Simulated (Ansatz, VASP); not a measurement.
**One calculation of KCl, two programs**

The input INCAR:

```
ALGO     = Normal         # electronic algorithm
EDIFF    = 1E-7           # SCF threshold, eV
ENCUT    = 520            # plane-wave cutoff, eV
GGA      = PS             # functional
ISIF     = 2              # what is computed and relaxed
ISMEAR   = 0              # smearing method
LASPH    = True           # aspherical terms in the spheres
LCHARG   = False          # write CHGCAR
LREAL    = False          # projectors in reciprocal space
LWAVE    = False          # write WAVECAR
NBANDS   = 24             # bands
NELM     = 100            # most SCF steps
PREC     = Accurate       # precision mode
SIGMA    = 0.05           # smearing width, eV
```

The input KPOINTS:

```
k-points
0
Gamma
  6 6 6
```

Contents of POSCAR:

```
KCl
1.0
    0.0000000000     -3.1207041401     -3.0479917336
   -3.1207041401      0.0000000000     -3.0479917336
    3.1207041401      3.1207041401     -6.0959834673
K Cl
2 2
Direct
    0.5000000000      0.5000000000      0.5000000000
    0.0000000000      1.0000000000      0.0000000000
    0.8049809285      0.7747643635      0.7500000000
    0.1950190715      0.2252356365      0.2500000000
```

Input for Ansatz:

```yaml
crystal:
  lattice:
    - [0.0, -3.1207041401, -3.0479917336]
    - [-3.1207041401, 0.0, -3.0479917336]
    - [3.1207041401, 3.1207041401, -6.0959834673]
  atoms:
    - { symbol: K, position: [0.5, 0.5, 0.5] }
    - { symbol: K, position: [0.0, 1.0, 0.0] }
    - { symbol: Cl, position: [0.8049809285, 0.7747643635, 0.75] }
    - { symbol: Cl, position: [0.1950190715, 0.2252356365, 0.25] }
basis:
  ecutwfc: 420
kpoints:
  mp_grid: { grid: [6, 6, 6] }
hamiltonian:
  xc: pbesol
scf:
  occupations: { method: gaussian, width: 0.05 }
output:
  forces: true
  stress: true
  eigenvalues: true
  write_density: true
  write_potential: true
  elf: true
  volumetric_format: npy
```

Change from the starting cell: mode 7 frozen in at -0.312 Å, normal strain along z -0.0233.

Alike in both runs: task single point; functional PBEsol; k mesh 6 × 6 × 6; occupations gaussian, width 0.05 eV; no spin polarisation.

```csv
,VASP,Ansatz
version,VASP 6.6.1,Ansatz 0.2.0
potentials or method,"VASP PAW PBE potentials, release 64 (K_sv, Cl), cutoff 520 eV","scalar-relativistic, plane waves, PAW"
valence electrons in the cell,32,32
```

|  | VASP | Ansatz | Ansatz less VASP |
| --- | --- | --- | --- |
| gap on the k mesh at the Fermi level (eV) | 5.07 | 5.07 | +0.005 |
| least direct gap on the mesh (eV) | 5.07 | 5.07 | +0.005 |
| pressure (GPa) | 1.5 | 1.4 | -0.07 |
| traceless stress, the component that is largest in VASP (GPa) | 1.80 | 1.77 | -0.037 |
| rms of the force components (eV/Å) | 0.268 | 0.262 | -0.0054 |

VASP's potentials were made for PBE, not for PBEsol. Atom by atom the forces differ by 0.005 eV/Å (rms over components). The functional is the same, so the differences come from potentials, cutoffs and numerics.
